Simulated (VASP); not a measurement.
# Os (Fm-3m) in VASP: settings compared

Os is run at these levels: PBEsol, r2SCAN+D3(BJ); tasks: single point.

All numbers are computed with VASP 6.6.1; they aren't measurements. Logs are shortened: lines on timing, memory, paths and dates and some standing lists are left out, and cuts for length are marked.

### Step 1. The cell of the first run

The structure is cubic, space group Fm-3m (No. 225). Conventional cell: a = 3.890 Å, b = 3.890 Å, c = 3.890 Å, α = 90.00°, β = 90.00°, γ = 90.00°. Within 3.6 Å of Os (site symmetry m-3m) lie 12 Os at 2.75 Å.

### Step 2. Single point, PBEsol

Input file INCAR:

```
PREC = Accurate ; ENCUT = 600
EDIFF = 1E-6 ; ISMEAR = 1
SIGMA = 0.05 ; LREAL = False
LASPH = True ; NELM = 120
ALGO = Normal ; ISIF = 2
LWAVE = False ; LCHARG = True
GGA = PS ; LELF = True
LVHAR = True ; NBANDS = 10
GGA_COMPAT = False
```

Input file KPOINTS:

```
Automatic mesh
0
Gamma
  12 12 12
```

Input file POSCAR:

```
Os
1.0
    0.0000000000      1.9450000000      1.9450000000
    1.9450000000      0.0000000000      1.9450000000
    1.9450000000      1.9450000000      0.0000000000
Os
1
Direct
    0.0000000000      0.0000000000      0.0000000000
```

Potentials or basis: VASP PAW PBE potentials, release 64 (Os).

Started as:

```bash
> cat potpaw_PBE.64/Os/POTCAR > POTCAR
> mpirun -np 1 vasp_std > vasp.out
```

OUTCAR:

```text
PREC = Accurate
   ENCUT = 600
   EDIFF = 1E-6
   ISMEAR = 1
   LREAL = False
   LASPH = True
   NELM = 120
   ISIF = 2
   GGA = PS

 ion  position               nearest neighbor table
   1  0.000  0.000  0.000-

  LATTYP: Found a face centered cubic cell.
 ALAT       =     3.8900000000

  Lattice vectors:

 A1 = (   0.0000000000,   1.9450000000,   1.9450000000)
 A2 = (   1.9450000000,   0.0000000000,   1.9450000000)
 A3 = (   1.9450000000,   1.9450000000,   0.0000000000)

Analysis of symmetry for initial positions (statically):
=====================================================================
 Subroutine PRICEL returns:
 Original cell was already a primitive cell.

 Routine SETGRP: Setting up the symmetry group for a
 face centered cubic supercell.

 Subroutine GETGRP returns: Found 48 space group operations
 (whereof 48 operations were pure point group operations)
 out of a pool of 48 trial point group operations.

The static configuration has the point symmetry O_h .

Analysis of symmetry for dynamics (positions and initial velocities):
=====================================================================
 Subroutine PRICEL returns:
 Original cell was already a primitive cell.

 Routine SETGRP: Setting up the symmetry group for a
 face centered cubic supercell.

 Subroutine GETGRP returns: Found 48 space group operations
 (whereof 48 operations were pure point group operations)
 out of a pool of 48 trial point group operations.

The dynamic configuration has the point symmetry O_h .

 Subroutine INISYM returns: Found 48 space group operations
 (whereof 48 operations are pure point group operations),
 and found     1 'primitive' translations

----------------------------------------------------------------------------------------

                                     Primitive cell

  volume of cell :      14.7160

  direct lattice vectors                    reciprocal lattice vectors
     0.000000000  1.945000000  1.945000000    -0.257069409  0.257069409  0.257069409
     1.945000000  0.000000000  1.945000000     0.257069409 -0.257069409  0.257069409
     1.945000000  1.945000000  0.000000000     0.257069409  0.257069409 -0.257069409

  length of vectors
     2.750645379  2.750645379  2.750645379     0.445257277  0.445257277  0.445257277

  position of ions in fractional coordinates (direct lattice)
     0.000000000  0.000000000  0.000000000

  ion indices of the primitive-cell ions
   primitive index   ion index
                 1           1

----------------------------------------------------------------------------------------

 KPOINTS: Automatic mesh

Automatic generation of k-mesh.
 Grid dimensions read from file:
 generate k-points for:   12   12   12

 Generating k-lattice:

  Cartesian coordinates                     Fractional coordinates (reciprocal lattice)
    -0.021422451  0.021422451  0.021422451     0.083333333  0.000000000  0.000000000
     0.021422451 -0.021422451  0.021422451     0.000000000  0.083333333  0.000000000
     0.021422451  0.021422451 -0.021422451     0.000000000  0.000000000  0.083333333

  Length of vectors
     0.037104773  0.037104773  0.037104773

  Shift w.r.t. Gamma in fractional coordinates (k-lattice)
     0.000000000  0.000000000  0.000000000

 Subroutine IBZKPT returns following result:
 ===========================================

 Found     72 irreducible k-points:

 Following reciprocal coordinates:
            Coordinates               Weight
  0.000000  0.000000  0.000000      1.000000
  0.083333  0.000000  0.000000      8.000000
  0.166667  0.000000  0.000000      8.000000
  0.250000  0.000000  0.000000      8.000000
  0.333333  0.000000  0.000000      8.000000
  0.416667  0.000000  0.000000      8.000000
[... 16 lines left out ...]
  0.500000  0.166667  0.000000     24.000000
 -0.416667  0.166667  0.000000     24.000000
 [... further k-points ...]
   k-points           NKPTS =     72   k-points in BZ     NKDIM =     72   number of bands    NBANDS=     10
   number of dos      NEDOS =    301   number of ions     NIONS =      1
   total plane-waves  NPLWV =  13824
   dimension x,y,z NGX =    24 NGY =   24 NGZ =   24
   dimension x,y,z NGXF=    48 NGYF=   48 NGZF=   48
   ions per type =               1
   NGX,Y,Z   is equivalent  to a cutoff of  14.51, 14.51, 14.51 a.u.
   NGXF,Y,Z  is equivalent  to a cutoff of  29.01, 29.01, 29.01 a.u.
 SYSTEM =  unknown system
   PREC   = accura    normal or accurate (medium, high low for compatibility)
   ISTART =      0    job   : 0-new  1-cont  2-samecut
   ICHARG =      2    charge: 1-file 2-atom 10-const
   ISPIN  =      1    spin polarized calculation?
   LNONCOLLINEAR =      F non collinear calculations
   LSORBIT =      F    spin-orbit coupling
   LASPH  =      T    aspherical Exc in radial PAW
   ENCUT  =  600.0 eV  44.10 Ry    6.64 a.u.   5.49  5.49  5.49*2*pi/ulx,y,z
   NELM   =    120;   NELMIN=  2; NELMDL= -5     # of ELM steps
   EDIFF  = 0.1E-05   stopping-criterion for ELM
   LREAL  =      F    real-space projection
   EDIFFG = 0.1E-04   stopping-criterion for IOM
   NSW    =      0    number of steps for IOM
   IBRION =     -1    ionic relax: 0-MD 1-quasi-New 2-CG
   NFREE  =      0    steps in history (QN), initial steepest desc. (CG)
   ISIF   =      2    stress and relaxation
   ISYM   =      2    0-nonsym 1-usesym 2-fastsym
   POTIM  = 0.5000    time-step for ionic-motion
   TEBEG  =    0.0;   TEEND  =   0.0 temperature during run
   PSTRESS=    0.0 pullay stress
   NELECT =       8.0000    total number of electrons
   NUPDOWN=      -1.0000    fix difference up-down
   EMIN   =  10.00;   EMAX   =-10.00  energy-range for DOS
   EFERMI =   0.00;   METHOD = LEGACY
   ISMEAR =     1;   SIGMA  =   0.05  broadening in eV -4-tet -1-fermi 0-gaus
   EFERMI_NEDOS =   21; number of points for ismear=-14 and -15
   IALGO  =     38    algorithm
   IMIX   =      4    mixing-type and parameters
     AMIX     =   0.40;   BMIX     =  1.00
     AMIX_MAG =   1.60;   BMIX_MAG =  1.00
  volume/ion in A,a.u.               =      14.72        99.31
  Fermi-wavevector in a.u.,A,eV,Ry     =   1.336109  2.524880 24.288947  1.785187
  Thomas-Fermi vector in A             =   2.464761
   LORBIT       =      0    0 simple, 1 ext, 2 COOP (PROOUT), +10 PAW based schemes
   GGA     = PS    functional components
   LHFCALC =     F    Hartree Fock is set to
   AEXX    =    0.0000 exact exchange contribution
   IVDW    =     0    specifies the selected vdW correction
   LEPSILON=     F    determine dielectric tensor
   LRPA    =     F    only Hartree local field effects (RPA)
 non-spin polarized calculation
 Methfessel and Paxton  Order N= 1 SIGMA  =   0.05
  energy-cutoff  :      600.00
  volume of cell :       14.72
 maximum number of plane-waves:       531
 NGX is ok and might be reduce to    24
   NGX = 11   NGY = 11   NGZ = 11

 number of electron       8.0000000 magnetization

 Free energy of the ion-electron system (eV)
  ---------------------------------------------------
  ext. energy  EPLUGINS =         0.00000000
  ---------------------------------------------------
  free energy    TOTEN  =       -12.06818905 eV

  energy without entropy =      -12.06808208  energy(sigma->0) =      -12.06815339

 E-fermi :   8.5245     XC(G=0): -13.8636

 val. band max:        8.4893972876   @ k =  -0.3333   0.4167   0.0833
 cond. band min:       8.5254869426   @ k =  -0.4167   0.5000   0.0833
 fundamental gap:      0.0360896550
 Fermi energy:         8.5244708129

 k-point     1 :       0.0000    0.0000    0.0000
  band No.  band energies     occupation
      1      -1.9839      2.00000
      2       5.6414      2.00000
      3       5.6414      2.00000
      4       5.6414      2.00000
      5       8.4816      2.00630
      6       8.4816      2.00630
      7      22.7282      0.00000
      8      28.2367      0.00000
      9      28.2367      0.00000
     10      28.2367      0.00000

 k-point     2 :       0.0833    0.0000    0.0000
  band No.  band energies     occupation
      1      -1.6782      2.00000
      2       5.4646      2.00000
      3       5.7762      2.00000
      4       5.7762      2.00000
      5       8.3904      2.00100
      6       8.3904      2.00100
      7      23.2832      0.00000
      8      26.8134      0.00000
      9      28.7708      0.00000
     10      28.7708      0.00000

 k-point     3 :       0.1667    0.0000    0.0000
  band No.  band energies     occupation
      1      -0.8382      2.00000
      2       5.1000      2.00000
      3       6.0484      2.00000
      4       6.0484      2.00000
      5       8.2981      2.00000
      6       8.2981      2.00000
      7      24.2746      0.00000
      8      24.9925      0.00000
      9      30.2703      0.00000
     10      30.2703      0.00000

 k-point     4 :       0.2500    0.0000    0.0000
  band No.  band energies     occupation
      1       0.2363      2.00000
      2       4.9950      2.00000
      3       6.0910      2.00000
      4       6.0910      2.00000
      5       8.6517     -0.00189
      6       8.6517     -0.00189
      7      22.4033      0.00000
      8      25.6087      0.00000
      9      32.3511      0.00000
     10      32.4555      0.00000
[... 222 lines left out ...]
 k-point    22 :       0.4167    0.1667    0.0000
  band No.  band energies     occupation
      1       1.9296      2.00000
      2       4.5242      2.00000
      3       5.3061      2.00000
      4       6.7343      2.00000
      5      10.6261      0.00000
      6      10.7250      0.00000
      7      19.5969      0.00000
      8      24.8522      0.00000
      9      27.0759      0.00000
     10      29.4669      0.00000

 k-point    23 :       0.5000    0.1667    0.0000
  band No.  band energies     occupation
      1       2.0513      2.00000
      2       4.6043      2.00000
      3       6.0225      2.00000
      4       6.4791      2.00000
      5      10.8023      0.00000
      6      12.6611      0.00000
      7      16.8885      0.00000
      8      24.1177      0.00000
      9      27.0210      0.00000
     10      27.7444      0.00000

 k-point    24 :      -0.4167    0.1667    0.0000
  band No.  band energies     occupation
      1       2.1266      2.00000
      2       4.6426      2.00000
      3       6.3381      2.00000
      4       6.3593      2.00000
      5      10.2276      0.00000
      6      13.2520      0.00000
      7      16.6543      0.00000
      8      24.0146      0.00000
      9      26.2890      0.00000
     10      28.2886      0.00000

 [... further k-points ...]

------------------------ aborting loop because EDIFF is reached ----------------------------------------

  FORCE on cell =-STRESS in cart. coord.  units (eV):
  Direction    XX          YY          ZZ          XY          YZ          ZX
  --------------------------------------------------------------------------------------
  -------------------------------------------------------------------------------------
  Total       -1.8759305     -1.8759305     -1.8759305      0.0000000      0.0000000      0.0000000
  in kB     -204.2389256   -204.2389256   -204.2389256      0.0000000      0.0000000      0.0000000
  external PRESSURE =    -204.2389256 kB  Pullay stress =       0.0000000 kB

 VOLUME and BASIS-vectors are now :
 -----------------------------------------------------------------------------
  energy-cutoff  :      600.00
  volume of cell :       14.72
      direct lattice vectors                 reciprocal lattice vectors
     0.000000000  1.945000000  1.945000000    -0.257069409  0.257069409  0.257069409
     1.945000000  0.000000000  1.945000000     0.257069409 -0.257069409  0.257069409
     1.945000000  1.945000000  0.000000000     0.257069409  0.257069409 -0.257069409

 POSITION                                       TOTAL-FORCE (eV/Angst)
 -----------------------------------------------------------------------------------
      0.00000      0.00000      0.00000        -0.000000      0.000000      0.000000
 -----------------------------------------------------------------------------------
    total drift:                               -0.000000      0.000000     -0.000000

  FREE ENERGIE OF THE ION-ELECTRON SYSTEM (eV)
  ---------------------------------------------------
  free  energy   TOTEN  =       -12.0681890471 eV

  energy  without entropy=      -12.0680820797  energy(sigma->0) =      -12.06815339
```

Wall time 4.5 s (1 thread of Intel Xeon 6975P-C (Granite Rapids), shared host); peak memory 0.15 GiB.

Results:

```
Free energy            : -12.0682 eV
Pressure               : -20.4 GPa
Band gap on the k mesh : zero (band 4 reaches 10.68 eV, above the bottom of band 5 at 7.15 eV)
```

Levels at points of the mesh, in eV from the Fermi level:
```tsv
k point	band 2	band 3	band 4	band 5	band 6	band 7
(0.00, 0.00, 0.00)	-2.88	-2.88	-2.88	-0.04	-0.04	14.20
(0.50, 0.00, 0.00)	-3.02	-3.02	-0.32	2.19	2.19	8.27
(0.50, 0.50, 0.00)	-6.51	2.14	2.15	2.82	2.82	11.36
```

Caveat: the PAW data sets were made with another functional, which shifts forces and pressure a little; spin-orbit coupling is left out, which moves the levels of the heavy elements.

### Step 3. Single point, r2SCAN+D3(BJ)

POSCAR is that of step 2.

Input file INCAR.step1:

```
SYSTEM = Os
  PREC = Accurate
  ENCUT = 520
  ISMEAR = -1
  SIGMA = 0.025
  LREAL = .FALSE.
  LASPH = .TRUE.
  NELM = 60
  NBANDS = 10
  GGA = PE
  ALGO = Normal
  EDIFF = 1E-4
  LWAVE = .TRUE.
  LCHARG = .FALSE.
```

Input file INCAR.step2:

```
SYSTEM = Os
  PREC = Accurate
  ENCUT = 520
  EDIFF = 1E-7
  ISMEAR = -1
  SIGMA = 0.025
  LREAL = .FALSE.
  LASPH = .TRUE.
  NELM = 60
  ALGO = Normal
  ISIF = 2
  LWAVE = .FALSE.
  LCHARG = .TRUE.
  METAGGA = R2SCAN
  LMIXTAU = .TRUE.
  IVDW = 12
  LELF = .TRUE.
  LVHAR = .TRUE.
  VDW_S6 = 1.0
  VDW_S8 = 0.78981345
  VDW_A1 = 0.49484001
  VDW_A2 = 5.73083694
  NBANDS = 10
  ISTART = 1
```

Input file KPOINTS:

```
Automatic mesh
0
G
  12 12 12
  0 0 0
```

Potentials or basis: VASP PAW PBE potentials, release 64 (Os).

Started as:

```bash
> cat potpaw_PBE.64/Os/POTCAR > POTCAR
> cp INCAR.step1 INCAR
> mpirun -np 1 vasp_std > vasp.out
> cp INCAR.step2 INCAR
> mpirun -np 1 vasp_std > vasp.out
```

OUTCAR:

```text
SYSTEM = Os
   PREC = Accurate
   ENCUT = 520
   EDIFF = 1E-7
   ISMEAR = -1
   LREAL = .FALSE.
   LASPH = .TRUE.
   NELM = 60
   ISIF = 2
   METAGGA = R2SCAN
   IVDW = 12
   ISTART = 1
 IVDW          = 12

 ion  position               nearest neighbor table
   1  0.000  0.000  0.000-

  LATTYP: Found a face centered cubic cell.
 ALAT       =     3.8900000000

  Lattice vectors:

 A1 = (   0.0000000000,   1.9450000000,   1.9450000000)
 A2 = (   1.9450000000,   0.0000000000,   1.9450000000)
[... 491 lines left out ...]

 [... further k-points ...]

------------------------ aborting loop because EDIFF is reached ----------------------------------------

 Edisp (eV)   -0.29155

 E8    (eV) :    -0.1153

  FORCE on cell =-STRESS in cart. coord.  units (eV):
  Direction    XX          YY          ZZ          XY          YZ          ZX
  --------------------------------------------------------------------------------------
  -------------------------------------------------------------------------------------
  Total      -1.83610    -1.83610    -1.83610     0.00000     0.00000     0.00000
  in kB    -199.90287  -199.90287  -199.90287     0.00000     0.00000     0.00000
  external pressure =     -199.90 kB  Pullay stress =        0.00 kB

 VOLUME and BASIS-vectors are now :
 -----------------------------------------------------------------------------
  energy-cutoff  :      520.00
  volume of cell :       14.72
      direct lattice vectors                 reciprocal lattice vectors
     0.000000000  1.945000000  1.945000000    -0.257069409  0.257069409  0.257069409
     1.945000000  0.000000000  1.945000000     0.257069409 -0.257069409  0.257069409
     1.945000000  1.945000000  0.000000000     0.257069409  0.257069409 -0.257069409

 POSITION                                       TOTAL-FORCE (eV/Angst)
 -----------------------------------------------------------------------------------
      0.00000      0.00000      0.00000         0.000000      0.000000      0.000000
 -----------------------------------------------------------------------------------
    total drift:                               -0.000000     -0.000000     -0.000000

  FREE ENERGIE OF THE ION-ELECTRON SYSTEM (eV)
  ---------------------------------------------------
  free  energy   TOTEN  =       -53.1305780024 eV

  energy  without entropy=      -53.1292975232  energy(sigma->0) =      -53.12993776
```

It took 57 s on 1 thread of Oxide Virtual Turin-like, shared host; peak memory 0.11 GiB.

What came out:

```
Free energy                : -53.1306 eV
Pressure                   : -20.0 GPa
Band gap on the k mesh     : zero (band 4 reaches 10.69 eV, above the bottom of band 5 at 7.03 eV)
Dispersion energy per atom : -0.292 eV
```

Caveat: the PAW data sets were made with another functional, which shifts forces and pressure a little; spin-orbit coupling is left out, which moves the levels of the heavy elements; pairwise dispersion overbinds metals, which lowers pressure and volume.
